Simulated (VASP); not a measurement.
## Ir: single point with PBE

Crystal: Ir.

```
Ir
1.0
     0.00000    1.90274    1.90274
     1.90274    0.00000    1.90274
     1.90274    1.90274    0.00000
Ir
1
Direct
  0.00000 0.00000 0.00000
```

```yaml
Program: VASP 6.6.1
Task: single point
Functional: PBE
Potentials_or_basis: VASP PAW PBE potentials, release 64 (Ir)
Cutoff: 500 eV
k_mesh: 13 × 13 × 13
Occupations: fermi-dirac, width 0.1 eV
Spin: no spin polarisation
Dipole_correction: no
Further_INCAR_settings: ALGO = Normal; EDIFF = 1e-06; NBANDS = 10
```

The pressure is 21.4 GPa and the band gap on the k mesh is zero (an odd number of electrons rules out a gap without spin polarisation).

Levels at points of the mesh, in eV from the Fermi level:
| k point | band 1 | band 2 | band 3 | band 4 | band 5 | band 6 | band 7 | band 8 |
| --- | --- | --- | --- | --- | --- | --- | --- | --- |
| (0.00, 0.00, 0.00) | -11.43 | -4.06 | -4.06 | -4.06 | -1.26 | -1.26 | 14.24 | 19.99 |

Wall time 16 s on 1 thread of Intel Xeon 8259CL (shared host), peak memory 0.14 GiB.

Caveat: the cell stands under pressure; spin-orbit coupling is left out, which moves the levels of the heavy elements.
